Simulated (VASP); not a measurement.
# Mn (P-1) in VASP: single point with PBE

Aim: the single point of Mn with PBE.

All numbers are computed with VASP 6.6.1; they aren't measurements. Logs are shortened: lines on timing, memory, paths and dates and some standing lists are left out, and cuts for length are marked.

## (1) The cell of the first run

The typed cell holds 1 atom: a = 2.358 Å, b = 2.373 Å, c = 2.441 Å, α = 110.38°, β = 112.68°, γ = 104.47°.

## (2) Single point, PBE, collinear spin, ferromagnetic start

Input file INCAR:

```
SYSTEM = Mn
PREC = Accurate
ENCUT = 500
EDIFF = 1E-6
ISMEAR = 0
SIGMA = 0.1
LREAL = .False.
LASPH = .True.
NELM = 200
ALGO = Normal
ISIF = 2
LWAVE = .False.
LCHARG = .False.
ISPIN = 2
MAGMOM = 0.76
LORBIT = 11
LMAXMIX = 4
GGA = PE
NBANDS = 16
GGA_COMPAT = .False.
```

Input file KPOINTS:

```
Automatic mesh
0
Gamma
  4 4 4
  0 0 0
```

Input file POSCAR:

```
Mn
1.0
   -1.3442088608      1.2930501562      1.4418677283
    1.3436990001     -1.3068060984      1.4551138097
    1.4040849765      1.3666822140     -1.4556236705
Mn
1
Direct
    0.0000000000      0.0000000000      0.0000000000
```

Potentials or basis: VASP PAW PBE potentials, release 64 (Mn_pv).

Command:

```
cat potpaw_PBE.64/Mn_pv/POTCAR > POTCAR
mpirun -np 1 vasp_std > vasp.out
```

OUTCAR:

```text
SYSTEM = Mn
   PREC = Accurate
   ENCUT = 500
   EDIFF = 1E-6
   ISMEAR = 0
   LREAL = .False.
   LASPH = .True.
   NELM = 200
   ISIF = 2
   ISPIN = 2
   LORBIT = 11
   GGA = PE

 ion  position               nearest neighbor table
   1  0.000  0.000  0.000-

  LATTYP: Found a triclinic cell.
 ALAT       =     4.7774122976
 B/A-ratio  =     0.6063982050
 C/A-ratio  =     0.5752981209
 COS(alpha) =     0.0004649053
 COS(beta)  =     0.3004016359
 COS(gamma) =     0.9124935763

  Lattice vectors:

 A1 = (  -1.4045948372,  -1.3804381562,   4.3526052085)
 A2 = (  -0.0005098607,  -0.0137559422,   2.8969815380)
 A3 = (  -2.7477839766,  -0.0598761156,   0.0005098608)

Analysis of symmetry for initial positions (statically):
=====================================================================
 Subroutine PRICEL returns:
 Original cell was already a primitive cell.

 Routine SETGRP: Setting up the symmetry group for a
 triclinic supercell.

 Subroutine GETGRP returns: Found  2 space group operations
 (whereof  2 operations were pure point group operations)
 out of a pool of  2 trial point group operations.

The static configuration has the point symmetry S_2 .

Analysis of symmetry for dynamics (positions and initial velocities):
=====================================================================
 Subroutine PRICEL returns:
 Original cell was already a primitive cell.

 Routine SETGRP: Setting up the symmetry group for a
 triclinic supercell.

 Subroutine GETGRP returns: Found  2 space group operations
 (whereof  2 operations were pure point group operations)
 out of a pool of  2 trial point group operations.

The dynamic configuration has the point symmetry S_2 .

Analysis of structural, dynamic, and magnetic symmetry:
=====================================================================
 Subroutine PRICEL returns:
 Original cell was already a primitive cell.

 Routine SETGRP: Setting up the symmetry group for a
 triclinic supercell.

 Subroutine GETGRP returns: Found  2 space group operations
 (whereof  2 operations were pure point group operations)
 out of a pool of  2 trial point group operations.

The overall configuration has the point symmetry S_2 .

 Subroutine INISYM returns: Found  2 space group operations
 (whereof  2 operations are pure point group operations),
 and found     1 'primitive' translations

----------------------------------------------------------------------------------------

                                     Primitive cell

  volume of cell :      10.5807

  direct lattice vectors                    reciprocal lattice vectors
    -1.344208861  1.293050156  1.441867728    -0.008171544  0.377956192  0.346980112
     1.343699000 -1.306806098  1.455113810     0.364133405 -0.006411946  0.345220514
     1.404084977  1.366682214 -1.455623671     0.355911540  0.367974728  0.001809920

  length of vectors
     2.357511127  2.372893883  2.440925063     0.513140190  0.501808184  0.511939157

  position of ions in fractional coordinates (direct lattice)
     0.000000000  0.000000000  0.000000000

  ion indices of the primitive-cell ions
   primitive index   ion index
                 1           1

----------------------------------------------------------------------------------------

 KPOINTS: Automatic mesh

Automatic generation of k-mesh.
 Grid dimensions read from file:
 generate k-points for:    4    4    4

 Generating k-lattice:

  Cartesian coordinates                     Fractional coordinates (reciprocal lattice)
    -0.002042886  0.094489048  0.086745028     0.250000000 -0.000000000  0.000000000
     0.091033351 -0.001602987  0.086305128     0.000000000  0.250000000  0.000000000
     0.088977885  0.091993682  0.000452480     0.000000000 -0.000000000  0.250000000

  Length of vectors
     0.128285048  0.125452046  0.127984789

  Shift w.r.t. Gamma in fractional coordinates (k-lattice)
     0.000000000  0.000000000  0.000000000

 Subroutine IBZKPT returns following result:
 ===========================================

 Found     36 irreducible k-points:

 Following reciprocal coordinates:
            Coordinates               Weight
  0.000000  0.000000  0.000000      1.000000
  0.250000 -0.000000 -0.000000      2.000000
  0.500000 -0.000000 -0.000000      1.000000
 -0.000000  0.250000 -0.000000      2.000000
  0.250000  0.250000 -0.000000      2.000000
  0.500000  0.250000 -0.000000      2.000000
[... 16 lines left out ...]
  0.000000 -0.250000  0.250000      2.000000
  0.250000 -0.250000  0.250000      2.000000
 [... further k-points ...]
   k-points           NKPTS =     36   k-points in BZ     NKDIM =     36   number of bands    NBANDS=     16
   number of dos      NEDOS =    301   number of ions     NIONS =      1
   total plane-waves  NPLWV =   5832
   dimension x,y,z NGX =    18 NGY =   18 NGZ =   18
   dimension x,y,z NGXF=    36 NGYF=   36 NGZF=   36
   ions per type =               1
   NGX,Y,Z   is equivalent  to a cutoff of  12.69, 12.61, 12.26 a.u.
   NGXF,Y,Z  is equivalent  to a cutoff of  25.39, 25.22, 24.52 a.u.
 SYSTEM =  Mn
   PREC   = accura    normal or accurate (medium, high low for compatibility)
   ISTART =      0    job   : 0-new  1-cont  2-samecut
   ICHARG =      2    charge: 1-file 2-atom 10-const
   ISPIN  =      2    spin polarized calculation?
   LNONCOLLINEAR =      F non collinear calculations
   LSORBIT =      F    spin-orbit coupling
   LASPH  =      T    aspherical Exc in radial PAW
   ENCUT  =  500.0 eV  36.75 Ry    6.06 a.u.   4.30  4.33  4.45*2*pi/ulx,y,z
   NELM   =    200;   NELMIN=  2; NELMDL= -5     # of ELM steps
   EDIFF  = 0.1E-05   stopping-criterion for ELM
   LREAL  =      F    real-space projection
   EDIFFG = 0.1E-04   stopping-criterion for IOM
   NSW    =      0    number of steps for IOM
   IBRION =     -1    ionic relax: 0-MD 1-quasi-New 2-CG
   NFREE  =      0    steps in history (QN), initial steepest desc. (CG)
   ISIF   =      2    stress and relaxation
   ISYM   =      2    0-nonsym 1-usesym 2-fastsym
   POTIM  = 0.5000    time-step for ionic-motion
   TEBEG  =    0.0;   TEEND  =   0.0 temperature during run
   PSTRESS=    0.0 pullay stress
   NELECT =      13.0000    total number of electrons
   NUPDOWN=      -1.0000    fix difference up-down
   EMIN   =  10.00;   EMAX   =-10.00  energy-range for DOS
   EFERMI =   0.00;   METHOD = LEGACY
   ISMEAR =     0;   SIGMA  =   0.10  broadening in eV -4-tet -1-fermi 0-gaus
   EFERMI_NEDOS =   21; number of points for ismear=-14 and -15
   IALGO  =     38    algorithm
   IMIX   =      4    mixing-type and parameters
     AMIX     =   0.40;   BMIX     =  1.00
     AMIX_MAG =   1.60;   BMIX_MAG =  1.00
  volume/ion in A,a.u.               =      10.58        71.40
  Fermi-wavevector in a.u.,A,eV,Ry     =   1.753417  3.313477 41.830701  3.074470
  Thomas-Fermi vector in A             =   2.823556
   LORBIT       =     11    0 simple, 1 ext, 2 COOP (PROOUT), +10 PAW based schemes
   GGA     = PE    functional components
   LHFCALC =     F    Hartree Fock is set to
   AEXX    =    0.0000 exact exchange contribution
   IVDW    =     0    specifies the selected vdW correction
   LEPSILON=     F    determine dielectric tensor
   LRPA    =     F    only Hartree local field effects (RPA)
 spin polarized calculation
 Gauss-broadening in eV      SIGMA  =   0.10
  energy-cutoff  :      500.00
  volume of cell :       10.58
 maximum number of plane-waves:       274
 NGX is ok and might be reduce to    18
   NGX =  9   NGY =  9   NGZ =  9

 number of electron      13.0000002 magnetization       1.0046770

 Free energy of the ion-electron system (eV)
  ---------------------------------------------------
  ext. energy  EPLUGINS =         0.00000000
  ---------------------------------------------------
  free energy    TOTEN  =        -8.78198823 eV

  energy without entropy =       -8.77625288  energy(sigma->0) =       -8.77912055

 E-fermi :  11.0553     XC(G=0): -14.0797

 val. band max:       11.0501973965   @ k =  -0.0000   0.2500   0.2500
 cond. band min:      11.0967620515   @ k =  -0.2500   0.2500   0.0000
 fundamental gap:      0.0465646549
 Fermi energy:        11.0553370755

 spin component 1

 k-point     1 :       0.0000    0.0000    0.0000
  band No.  band energies     occupation
      1     -37.2113      1.00000
      2     -37.1865      1.00000
      3     -37.1169      1.00000
      4       2.2697      1.00000
      5       8.7637      1.00000
      6       9.3771      1.00000
[... 8 lines left out ...]
     15      42.5326      0.00000
     16      45.2219      0.00000

 k-point     2 :       0.2500   -0.0000   -0.0000
  band No.  band energies     occupation
      1     -37.5839      1.00000
      2     -37.3060      1.00000
      3     -37.1786      1.00000
      4       4.6868      1.00000
      5       8.5153      1.00000
      6       9.0018      1.00000
[... 8 lines left out ...]
     15      41.7648      0.00000
     16      42.6449      0.00000

 k-point     3 :       0.5000   -0.0000   -0.0000
  band No.  band energies     occupation
      1     -37.9897      1.00000
      2     -37.4292      1.00000
      3     -37.1859      1.00000
      4       5.8554      1.00000
      5       7.8425      1.00000
      6      10.7858      0.99993
[... 8 lines left out ...]
     15      42.6333      0.00000
     16      43.7201      0.00000
[... 362 lines left out ...]
 k-point    23 :       0.0000   -0.2500    0.2500
  band No.  band energies     occupation
      1     -37.5857      1.00000
      2     -37.2952      1.00000
      3     -37.1628      1.00000
      4       4.6467      1.00000
      5       8.4392      1.00000
      6       8.9243      1.00000
[... 8 lines left out ...]
     15      41.9818      0.00000
     16      42.7834      0.00000

 k-point    24 :       0.2500   -0.2500    0.2500
  band No.  band energies     occupation
      1     -37.5890      1.00000
      2     -37.5092      1.00000
      3     -37.4256      1.00000
      4       6.5690      1.00000
      5       8.4740      1.00000
      6       9.3922      1.00000
[... 8 lines left out ...]
     15      44.6444      0.00000
     16      46.0712      0.00000

 [... further k-points ...]

 spin component 2

 k-point     1 :       0.0000    0.0000    0.0000
  band No.  band energies     occupation
      1     -36.0723      1.00000
      2     -36.0652      1.00000
      3     -36.0308      1.00000
      4       2.4474      1.00000
      5       9.6729      1.00000
      6      10.2734      1.00000
[... 8 lines left out ...]
     15      43.4037      0.00000
     16      45.6352      0.00000

 k-point     2 :       0.2500   -0.0000   -0.0000
  band No.  band energies     occupation
      1     -36.4914      1.00000
      2     -36.1927      1.00000
      3     -36.0579      1.00000
      4       4.9167      1.00000
      5       9.3770      1.00000
      6       9.7786      1.00000
[... 8 lines left out ...]
     15      42.3427      0.00000
     16      43.7014      0.00000

 k-point     3 :       0.5000   -0.0000   -0.0000
  band No.  band energies     occupation
      1     -36.9135      1.00000
      2     -36.3205      1.00000
      3     -36.0626      1.00000
      4       6.4433      1.00000
      5       8.6598      1.00000
      6      11.8768      0.00000
[... 8 lines left out ...]
     15      43.9309      0.00000
     16      43.9560      0.00000
[... 362 lines left out ...]
 k-point    23 :       0.0000   -0.2500    0.2500
  band No.  band energies     occupation
      1     -36.4771      1.00000
      2     -36.1841      1.00000
      3     -36.0559      1.00000
      4       4.8763      1.00000
      5       9.3008      1.00000
      6       9.7083      1.00000
[... 8 lines left out ...]
     15      42.5972      0.00000
     16      43.7525      0.00000

 k-point    24 :       0.2500   -0.2500    0.2500
  band No.  band energies     occupation
      1     -36.5222      1.00000
      2     -36.3750      1.00000
      3     -36.3152      1.00000
      4       6.9145      1.00000
      5       9.3586      1.00000
      6      10.2431      1.00000
[... 8 lines left out ...]
     15      44.9280      0.00000
     16      46.3908      0.00000

 [... further k-points ...]

------------------------ aborting loop because EDIFF is reached ----------------------------------------

  FORCE on cell =-STRESS in cart. coord.  units (eV):
  Direction    XX          YY          ZZ          XY          YZ          ZX
  --------------------------------------------------------------------------------------
  -------------------------------------------------------------------------------------
  Total        0.4833196      1.2532863      0.3842928     -0.2782870      0.1043980      0.0391928
  in kB       73.1867625    189.7791073     58.1916113    -42.1396535     15.8084925      5.9347831
  external PRESSURE =     107.0524937 kB  Pullay stress =       0.0000000 kB

 VOLUME and BASIS-vectors are now :
 -----------------------------------------------------------------------------
  energy-cutoff  :      500.00
  volume of cell :       10.58
      direct lattice vectors                 reciprocal lattice vectors
    -1.344208861  1.293050156  1.441867728    -0.008171544  0.377956192  0.346980112
     1.343699000 -1.306806098  1.455113810     0.364133405 -0.006411946  0.345220514
     1.404084977  1.366682214 -1.455623671     0.355911540  0.367974728  0.001809920

 POSITION                                       TOTAL-FORCE (eV/Angst)
 -----------------------------------------------------------------------------------
      0.00000      0.00000      0.00000         0.000000      0.000000      0.000000
 -----------------------------------------------------------------------------------
    total drift:                                0.000000      0.000000      0.000000

  FREE ENERGIE OF THE ION-ELECTRON SYSTEM (eV)
  ---------------------------------------------------
  free  energy   TOTEN  =        -8.7819882278 eV

  energy  without entropy=       -8.7762528757  energy(sigma->0) =       -8.77912055

 total charge

# of ion       s       p       d       tot
------------------------------------------
    1        0.426   6.382   5.223  12.032

 magnetization (x)

# of ion       s       p       d       tot
------------------------------------------
    1       -0.000  -0.009   1.007   0.997
```

Wall time 13 s (1 thread of Intel Xeon 6975P-C (Granite Rapids), shared host); peak memory 0.12 GiB.

What came out:

| Item | Value |
| --- | --- |
| Free energy | -8.7820 eV |
| Pressure | 10.7 GPa |
| Band gap on the k mesh | zero (filled and empty bands overlap) |
| Net moment | 1.00 μB per cell |
| Site moments | Mn +1.00 μB |
| Valence electrons inside the program's atomic spheres | Mn 12.03 |

Levels at points of the mesh, in eV from the Fermi level:
Spin up:
| k point | band 3 | band 4 | band 5 | band 6 | band 7 | band 8 | band 9 | band 10 | band 11 | band 12 |
| --- | --- | --- | --- | --- | --- | --- | --- | --- | --- | --- |
| (0.00, 0.00, 0.00) | -48.17 | -8.79 | -2.29 | -1.68 | -1.49 | -0.23 | 0.34 | 22.86 | 23.67 | 25.16 |
| (0.50, 0.00, 0.00) | -48.24 | -5.20 | -3.21 | -0.27 | 0.60 | 0.71 | 1.73 | 9.39 | 17.95 | 22.14 |
| (0.00, 0.50, 0.00) | -48.23 | -5.18 | -2.93 | -0.34 | 0.28 | 0.32 | 1.69 | 8.92 | 18.59 | 23.38 |
| (0.50, 0.50, 0.00) | -48.27 | -5.26 | -3.63 | 0.21 | 0.55 | 1.57 | 1.90 | 10.34 | 16.87 | 19.95 |
| (0.00, 0.00, 0.50) | -48.22 | -5.26 | -3.81 | 0.50 | 0.64 | 0.81 | 1.69 | 9.32 | 17.81 | 20.70 |
| (0.50, 0.00, 0.50) | -48.23 | -5.17 | -2.91 | -0.36 | 0.28 | 0.32 | 1.68 | 8.92 | 18.70 | 23.28 |
| (0.00, 0.50, 0.50) | -48.23 | -5.20 | -3.26 | -0.19 | 0.51 | 0.65 | 1.67 | 9.17 | 18.14 | 22.29 |
| (0.50, 0.50, 0.50) | -48.65 | -5.24 | -4.96 | 1.21 | 1.31 | 1.63 | 8.91 | 10.95 | 12.31 | 16.40 |
Spin down:
```csv
k point,band 3,band 4,band 5,band 6,band 7,band 8,band 9,band 10
"(0.00, 0.00, 0.00)",-47.09,-8.61,-1.38,-0.78,-0.54,0.80,1.47,22.87
"(0.50, 0.00, 0.00)",-47.12,-4.61,-2.40,0.82,0.86,1.69,2.77,10.07
"(0.00, 0.50, 0.00)",-47.11,-4.59,-2.08,0.43,0.69,1.44,2.74,9.61
"(0.50, 0.50, 0.00)",-47.13,-4.69,-2.86,1.35,1.66,1.74,2.97,10.97
"(0.00, 0.00, 0.50)",-47.17,-4.63,-3.00,0.81,1.56,1.89,2.71,10.03
"(0.50, 0.00, 0.50)",-47.10,-4.59,-2.07,0.43,0.69,1.44,2.73,9.61
"(0.00, 0.50, 0.50)",-47.12,-4.61,-2.44,0.67,0.89,1.75,2.72,9.87
"(0.50, 0.50, 0.50)",-47.53,-4.53,-4.26,2.22,2.35,2.68,9.16,11.19
```

Caveat: the k points lie up to 0.81 Å⁻¹ apart, too coarse for converged energies and pressures of a metal.

The gap in the log of VASP goes by the Fermi energy; the results here count the filled bands.